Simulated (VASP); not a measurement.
Wanted: the native input for a VASP 6.6.1 run.

```
Task                   : electric field gradients
Functional             : LDA
Potentials or basis    : VASP PAW LDA potentials, release 64 (Li_sv, Pt)
Cutoff                 : 520 eV
k mesh                 : 9 × 9 × 12
Occupations            : fermi-dirac, width 0.03 eV
Spin                   : no spin polarisation
Dipole correction      : no
Further INCAR settings : ALGO = Normal; EDIFF = 1e-08; NBANDS = 15
```

The structure of Li2Pt lies in POSCAR:

```
Li2Pt
1.0
    4.1859989866     -0.0418599899     -0.0418599899
   -2.1292513079      3.6461114576     -0.0153218197
   -0.0266100000     -0.0266100000      2.6610000000
Li Pt
2 1
Direct
    0.3333333333      0.6666666667      0.5000000000
    0.6666666667      0.3333333333      0.5000000000
    0.0000000000      0.0000000000      0.0000000000
```

This cell differs from its parent crystal: equal xy, yz and zx shear strains of -2 %.

These files were run (other wordings do the same):

INCAR

```
SYSTEM = Li2Pt
ALGO = Normal
EDIFF = 1E-8
ENCUT = 520
ISIF = 2
ISMEAR = -1
LASPH = .TRUE.
LCHARG = .FALSE.
LEFG = .TRUE.
LREAL = .FALSE.
LWAVE = .FALSE.
NBANDS = 15
NELM = 80
PREC = Accurate
SIGMA = 0.03
```

KPOINTS

```
k-points
0
G
  9 9 12
  0 0 0
```

Potentials or basis: VASP PAW LDA potentials, release 64 (Li_sv, Pt).

Launch:

```sh
$ cat potpaw_LDA.64/Li_sv/POTCAR potpaw_LDA.64/Pt/POTCAR > POTCAR
$ mpirun -np 1 vasp_std > vasp.out
```

It gave:

| Item | Value |
| --- | --- |
| Largest force | 0.041 eV/Å |
| Band gap on the k mesh | zero (bands 8 and 9 overlap by 1.84 eV) |
| Largest electric field gradient by atom | Li +0.3; Pt -308.4 V/Å² |

Caveat: the cell differs from its parent crystal (equal xy, yz and zx shear strains of -2 %); without QUAD_EFG the Cq values of the log hold for a quadrupole moment of 1 mb, not for the nuclei; spin-orbit coupling is left out, which moves the levels of the heavy elements.

It took 7.3 min on 1 thread of Intel Xeon 8259CL, on a shared host, peak memory 0.37 GiB.
